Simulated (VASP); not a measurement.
Wanted: the native input for a VASP 6.6.1 run.

```yaml
Task: single point
Functional: LDA
Potentials_or_basis: VASP PAW LDA potentials, release 64 (P, Ir)
Cutoff: 520 eV
k_mesh: 11 × 11 × 11
Occupations: fermi-dirac, width 0.05 eV
Spin: no spin polarisation
Dipole_correction: no
Further_INCAR_settings: ALGO = Normal; EDIFF = 1e-06; NBANDS = 18
```

The structure of PIr2 lies in POSCAR:

```
PIr2
1.0
    0.0000000000      2.7582440780      2.7582440780
    2.7582440780      0.0000000000      2.7582440780
    2.7582440780      2.7582440780      0.0000000000
P Ir
1 2
Direct
    0.0000000000      0.0000000000      0.0000000000
    0.2500000000      0.2500000000      0.2500000000
    0.7500000000      0.7500000000      0.7500000000
```

One way to write it, as run:

INCAR

```
ALGO = Normal ; EDIFF = 1E-6
ENCUT = 520 ; ISIF = 2
ISMEAR = -1 ; LASPH = T
LCHARG = F ; LREAL = F
LWAVE = F ; NBANDS = 18
NELM = 60 ; PREC = Accurate
SIGMA = 0.05
```

KPOINTS

```
k-points
0
Gamma
  11 11 11
```

Potentials or basis: VASP PAW LDA potentials, release 64 (P, Ir).

The run is started by

```console
$ cat potpaw_LDA.64/P/POTCAR potpaw_LDA.64/Ir/POTCAR > POTCAR
$ mpirun -np 1 vasp_std > vasp.out
```

Results of the run:

```json
{
 "Pressure": "0.2 GPa",
 "Band gap on the k mesh": "zero (an odd number of electrons rules out a gap without spin polarisation)"
}
```

Caveat: spin-orbit coupling is left out, which moves the levels of the heavy elements.

It took 41 s on 1 thread of Intel(R) Xeon(R) Platinum 8488C (Sapphire Rapids), on a shared host, peak memory 0.17 GiB.
